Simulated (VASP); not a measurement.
# SiC (F-43m) in VASP: a series of runs

The runs below take SiC through vibrations by perturbation theory, with PBEsol.

Everything below comes from runs of VASP 6.6.1. Logs are shortened: lines on timing, memory, paths and dates and some standing lists are left out, and cuts for length are marked.

## (1) The cell of the first run

It takes space group F-43m (No. 216, cubic). The conventional cell has a = 4.344 Å, b = 4.344 Å, c = 4.344 Å, α = 90.00°, β = 90.00°, γ = 90.00°. Si (site symmetry -43m) has 4 C at 1.88 Å within 2.5 Å. C (site symmetry -43m) has 4 Si at 1.88 Å within 2.5 Å.

## (2) Vibrations by perturbation theory, PBEsol

The input, INCAR:

```
SYSTEM = SiC
PREC = Accurate
ENCUT = 520
EDIFF = 1E-8
ISMEAR = 0
SIGMA = 0.01
LREAL = .False.
LASPH = .True.
NELM = 80
ALGO = Normal
ISIF = 2
LWAVE = .False.
LCHARG = .False.
GGA = PS
IBRION = 8
NSW = 1
```

The input, KPOINTS:

```
Automatic mesh
0
Gamma
  10 10 10
  0 0 0
```

The input, POSCAR:

```
SiC
1.0
    2.1720359166      2.1720359166      0.0000000000
   -2.1720359166      2.1720359166      0.0000000000
    0.0000000000      2.1720359166      2.1720359166
Si C
1 1
Direct
    0.0000000000      0.0000000000      0.0000000000
    0.7500000000      0.2500000000      0.5000000000
```

Potentials or basis: VASP PAW PBE potentials, release 64 (Si, C).

Launch:

```
$ cat potpaw_PBE.64/Si/POTCAR potpaw_PBE.64/C/POTCAR > POTCAR
$ mpirun -np 1 vasp_std > vasp.out
```

OUTCAR:

```text
SYSTEM = SiC
   PREC = Accurate
   ENCUT = 520
   EDIFF = 1E-8
   ISMEAR = 0
   LREAL = .False.
   LASPH = .True.
   NELM = 80
   ISIF = 2
   GGA = PS
   IBRION = 8
   NSW = 1

 ion  position               nearest neighbor table
   1  0.000  0.000  0.000-   2 1.88   2 1.88   2 1.88   2 1.88
   2  0.750  0.250  0.500-   1 1.88   1 1.88   1 1.88   1 1.88

  LATTYP: Found a face centered cubic cell.
 ALAT       =     4.3440718332

  Lattice vectors:

 A1 = (   0.0000000000,   2.1720359166,   2.1720359166)
 A2 = (   2.1720359166,   0.0000000000,   2.1720359166)
 A3 = (   2.1720359166,   2.1720359166,   0.0000000000)

Analysis of symmetry for initial positions (statically):
=====================================================================
 Subroutine PRICEL returns:
 Original cell was already a primitive cell.

 Routine SETGRP: Setting up the symmetry group for a
 face centered cubic supercell.

 Subroutine GETGRP returns: Found 24 space group operations
 (whereof 24 operations were pure point group operations)
 out of a pool of 48 trial point group operations.

The static configuration has the point symmetry T_d .

Analysis of symmetry for dynamics (positions and initial velocities):
=====================================================================
 Subroutine PRICEL returns:
 Original cell was already a primitive cell.

 Routine SETGRP: Setting up the symmetry group for a
 face centered cubic supercell.

 Subroutine GETGRP returns: Found 24 space group operations
 (whereof 24 operations were pure point group operations)
 out of a pool of 48 trial point group operations.

The dynamic configuration has the point symmetry T_d .

 Subroutine INISYM returns: Found 24 space group operations
 (whereof 24 operations are pure point group operations),
 and found     1 'primitive' translations

----------------------------------------------------------------------------------------

                                     Primitive cell

  volume of cell :      20.4942

  direct lattice vectors                    reciprocal lattice vectors
     2.172035917  2.172035917  0.000000000     0.230198772  0.230198772 -0.230198772
    -2.172035917  2.172035917  0.000000000    -0.230198772  0.230198772 -0.230198772
     0.000000000  2.172035917  2.172035917     0.000000000  0.000000000  0.460397543

  length of vectors
     3.071722651  3.071722651  3.071722651     0.398715968  0.398715968  0.460397543

  position of ions in fractional coordinates (direct lattice)
     0.000000000  0.000000000  0.000000000
     0.750000000  0.250000000  0.500000000

  ion indices of the primitive-cell ions
   primitive index   ion index
                 1           1
                 2           2

----------------------------------------------------------------------------------------

 KPOINTS: Automatic mesh

Automatic generation of k-mesh.
 Grid dimensions read from file:
 generate k-points for:   10   10   10

 Generating k-lattice:

  Cartesian coordinates                     Fractional coordinates (reciprocal lattice)
     0.023019877  0.023019877 -0.023019877     0.100000000  0.000000000  0.000000000
    -0.023019877  0.023019877 -0.023019877     0.000000000  0.100000000  0.000000000
     0.000000000  0.000000000  0.046039754     0.000000000  0.000000000  0.100000000

  Length of vectors
     0.039871597  0.039871597  0.046039754

  Shift w.r.t. Gamma in fractional coordinates (k-lattice)
     0.000000000  0.000000000  0.000000000

 Subroutine IBZKPT returns following result:
 ===========================================

 Found     47 irreducible k-points:

 Following reciprocal coordinates:
            Coordinates               Weight
  0.000000  0.000000  0.000000      1.000000
  0.100000  0.000000  0.000000      8.000000
  0.200000  0.000000  0.000000      8.000000
  0.300000  0.000000  0.000000      8.000000
  0.400000  0.000000  0.000000      8.000000
  0.500000  0.000000  0.000000      4.000000
[... 16 lines left out ...]
  0.300000  0.300000  0.000000     12.000000
  0.400000  0.300000  0.000000     24.000000
 [... further k-points ...]
   k-points           NKPTS =     47   k-points in BZ     NKDIM =     47   number of bands    NBANDS=      8
   number of dos      NEDOS =    301   number of ions     NIONS =      2
   total plane-waves  NPLWV =  13824
   dimension x,y,z NGX =    24 NGY =   24 NGZ =   24
   dimension x,y,z NGXF=    48 NGYF=   48 NGZF=   48
   ions per type =               1   1
   NGX,Y,Z   is equivalent  to a cutoff of  12.99, 12.99, 12.99 a.u.
   NGXF,Y,Z  is equivalent  to a cutoff of  25.98, 25.98, 25.98 a.u.
 SYSTEM =  SiC
   PREC   = accura    normal or accurate (medium, high low for compatibility)
   ISTART =      0    job   : 0-new  1-cont  2-samecut
   ICHARG =      2    charge: 1-file 2-atom 10-const
   ISPIN  =      1    spin polarized calculation?
   LNONCOLLINEAR =      F non collinear calculations
   LSORBIT =      F    spin-orbit coupling
   LASPH  =      T    aspherical Exc in radial PAW
   ENCUT  =  520.0 eV  38.22 Ry    6.18 a.u.   5.71  5.71  5.71*2*pi/ulx,y,z
   NELM   =     80;   NELMIN=  2; NELMDL= -5     # of ELM steps
   EDIFF  = 0.1E-07   stopping-criterion for ELM
   LREAL  =      F    real-space projection
   EDIFFG = 0.1E-06   stopping-criterion for IOM
   NSW    =      1    number of steps for IOM
   IBRION =      8    ionic relax: 0-MD 1-quasi-New 2-CG
   NFREE  =      0    steps in history (QN), initial steepest desc. (CG)
   ISIF   =      2    stress and relaxation
   ISYM   =      2    0-nonsym 1-usesym 2-fastsym
   POTIM  = 0.5000    time-step for ionic-motion
   TEBEG  =    0.0;   TEEND  =   0.0 temperature during run
   PSTRESS=    0.0 pullay stress
   NELECT =       8.0000    total number of electrons
   NUPDOWN=      -1.0000    fix difference up-down
   EMIN   =  10.00;   EMAX   =-10.00  energy-range for DOS
   EFERMI =   0.00;   METHOD = LEGACY
   ISMEAR =     0;   SIGMA  =   0.01  broadening in eV -4-tet -1-fermi 0-gaus
   EFERMI_NEDOS =   21; number of points for ismear=-14 and -15
   IALGO  =     38    algorithm
   IMIX   =      4    mixing-type and parameters
     AMIX     =   0.40;   BMIX     =  1.00
     AMIX_MAG =   1.60;   BMIX_MAG =  1.00
  volume/ion in A,a.u.               =      10.25        69.15
  Fermi-wavevector in a.u.,A,eV,Ry     =   1.196450  2.260962 19.476634  1.431492
  Thomas-Fermi vector in A             =   2.332390
   LORBIT       =      0    0 simple, 1 ext, 2 COOP (PROOUT), +10 PAW based schemes
   GGA     = PS    functional components
   LHFCALC =     F    Hartree Fock is set to
   AEXX    =    0.0000 exact exchange contribution
   IVDW    =     0    specifies the selected vdW correction
   LEPSILON=     F    determine dielectric tensor
   LRPA    =     F    only Hartree local field effects (RPA)
 non-spin polarized calculation
 Gauss-broadening in eV      SIGMA  =   0.01
  energy-cutoff  :      520.00
  volume of cell :       20.49
 maximum number of plane-waves:       568
   NGX = 11   NGY = 11   NGZ = 11

--------------------------------------- Ionic step        1  -------------------------------------------

 number of electron       8.0000001 magnetization

 Free energy of the ion-electron system (eV)
  ---------------------------------------------------
  ext. energy  EPLUGINS =         0.00000000
  ---------------------------------------------------
  free energy    TOTEN  =       -15.91339321 eV

  energy without entropy =      -15.91339321  energy(sigma->0) =      -15.91339321

 E-fermi :   8.2201     XC(G=0): -11.5463

 val. band max:        8.1648321804   @ k =   0.0000   0.0000   0.0000
 cond. band min:       9.3898146290   @ k =   0.5000   0.5000   0.0000
 fundamental gap:      1.2249824486
 Fermi energy:         8.2200681643

 k-point     1 :       0.0000    0.0000    0.0000
  band No.  band energies     occupation
      1      -7.3352      2.00000
      2       8.1648      2.00000
      3       8.1648      2.00000
      4       8.1648      2.00000
      5      14.4638      0.00000
      6      15.4737      0.00000
      7      15.4737      0.00000
      8      15.4737      0.00000
[... 243 lines left out ...]
 k-point    24 :       0.4000    0.3000    0.0000
  band No.  band energies     occupation
      1      -2.5374      2.00000
      2       0.7514      2.00000
      3       2.8449      2.00000
      4       5.8275      2.00000
      5      11.6873      0.00000
      6      16.8473      0.00000
      7      19.0492      0.00000
      8      19.6270      0.00000

 [... further k-points ...]

------------------------ aborting loop because EDIFF is reached ----------------------------------------

  FORCE on cell =-STRESS in cart. coord.  units (eV):
  Direction    XX          YY          ZZ          XY          YZ          ZX
  --------------------------------------------------------------------------------------
  -------------------------------------------------------------------------------------
  Total        0.2994345      0.2994345      0.2994345     -0.0000000      0.0000000     -0.0000000
  in kB       23.4089232     23.4089232     23.4089232     -0.0000000      0.0000000     -0.0000000
  external PRESSURE =      23.4089232 kB  Pullay stress =       0.0000000 kB

 VOLUME and BASIS-vectors are now :
 -----------------------------------------------------------------------------
  energy-cutoff  :      520.00
  volume of cell :       20.49
      direct lattice vectors                 reciprocal lattice vectors
     2.172035917  2.172035917  0.000000000     0.230198772  0.230198772 -0.230198772
    -2.172035917  2.172035917  0.000000000    -0.230198772  0.230198772 -0.230198772
     0.000000000  2.172035917  2.172035917     0.000000000  0.000000000  0.460397543

 POSITION                                       TOTAL-FORCE (eV/Angst)
 -----------------------------------------------------------------------------------
      0.00000      0.00000      0.00000        -0.000000     -0.000000      0.000000
      1.08602      3.25805      1.08602         0.000000      0.000000     -0.000000
 -----------------------------------------------------------------------------------
    total drift:                                0.000000      0.000000     -0.000000

  FREE ENERGIE OF THE ION-ELECTRON SYSTEM (eV)
  ---------------------------------------------------
  free  energy   TOTEN  =       -15.9133932118 eV

  energy  without entropy=      -15.9133932118  energy(sigma->0) =      -15.91339321

[... ionic steps 2 to 3 ...]

--------------------------------------- Ionic step        4  -------------------------------------------

------------------------ aborting loop because EDIFF is reached ----------------------------------------

[... ionic steps 5 to 6 ...]

--------------------------------------- Ionic step        7  -------------------------------------------

 Free energy of the ion-electron system (eV)
  ---------------------------------------------------
  ---------------------------------------------------
  free energy    TOTEN  =        -0.12479039 eV

  energy without entropy =       -0.12479039

------------------------ aborting loop because EDIFF is reached ----------------------------------------

 INTERNAL STRAIN TENSOR  FOR ION    2  DIRECTION 1   (eV/Angst):
 -----------------------------------------------------------------------------
     0.03286  0.00000  0.00000
     0.00000 -0.01325  9.03136
     0.00000  9.03136 -0.01325

 INTERNAL STRAIN TENSOR FOR ION    2 for displacements in x,y,z  (eV/Angst):
          X           Y           Z          XY          YZ          ZX
  --------------------------------------------------------------------------------
  x     0.00000     0.00000     0.00000     0.00000     9.03136     0.00000
  y     0.00000     0.00000     0.00000     0.00000     0.00000     9.03136
  z     0.00000     0.00000     0.00000     9.03136     0.00000     0.00000

 SECOND DERIVATIVES (NOT SYMMETRIZED)
 ------------------------------------
               1X          1Y          1Z          2X          2Y          2Z
  1X   -19.590801   -0.000000    0.000000   19.590801    0.000000   -0.000000
  1Y     0.000000  -19.590801   -0.000000   -0.000000   19.590801    0.000000
  1Z     0.000000   -0.000000  -19.590801   -0.000000    0.000000   19.590801
  2X    19.589615    0.000000    0.000000  -19.589615    0.000000    0.000000
  2Y     0.000000   19.589615    0.000000    0.000000  -19.589615    0.000000
  2Z     0.000000    0.000000   19.589615    0.000000    0.000000  -19.589615

 Eigenvectors and eigenvalues of the dynamical matrix
 ----------------------------------------------------

   1 f  =   23.855655 THz   149.889501 2PiTHz  795.738998 cm-1    98.659017 meV
             X         Y         Z           dx          dy          dz
      0.000000  0.000000  0.000000    -0.547329    0.000000   -0.000000
      1.086018  3.258054  1.086018     0.836918    0.000000    0.000000
[... 21 lines left out ...]
   6 f/i=    0.000331 THz     0.002078 2PiTHz    0.011031 cm-1     0.001368 meV
             X         Y         Z           dx          dy          dz
      0.000000  0.000000  0.000000    -0.000000    0.000000    0.836918
      1.086018  3.258054  1.086018     0.000000    0.000000    0.547329

--------------------------------------------------------------------------------------------------------

 ELASTIC MODULI CONTR FROM IONIC RELAXATION (kBar)
 Direction    XX          YY          ZZ          XY          YZ          ZX
 --------------------------------------------------------------------------------
 XX          -0.0000     -0.0000     -0.0000     -0.0000     -0.0000      0.0000
 YY          -0.0000     -0.0000     -0.0000     -0.0000     -0.0000     -0.0000
 ZZ          -0.0000     -0.0000     -0.0000     -0.0000     -0.0000      0.0000
 XY          -0.0000     -0.0000     -0.0000   -301.9809     -0.0000     -0.0000
 YZ          -0.0000     -0.0000     -0.0000     -0.0000   -301.9809      0.0000
 ZX           0.0000     -0.0000      0.0000     -0.0000      0.0000   -301.9809
 --------------------------------------------------------------------------------
```

Run time: 56 s. Hardware: 1 thread of Intel Xeon Platinum 8259CL at 2.50GHz (Skylake/Cascade Lake), shared host; peak memory 0.2 GiB.

What came out:

| Item | Value |
| --- | --- |
| Highest phonon frequency at Γ, LO-TO splitting left out | 796 cm⁻¹ |

Phonon frequencies in cm⁻¹ (negative: imaginary):
```
              q point        frequencies
(0.000, 0.000, 0.000)  0 0 0 796 796 796
```

Caveat: the cell stands under pressure or tension, which shifts response properties; the PAW data sets were made with another functional, which shifts forces and pressure a little.

(Part 1 of 2 ends here.)
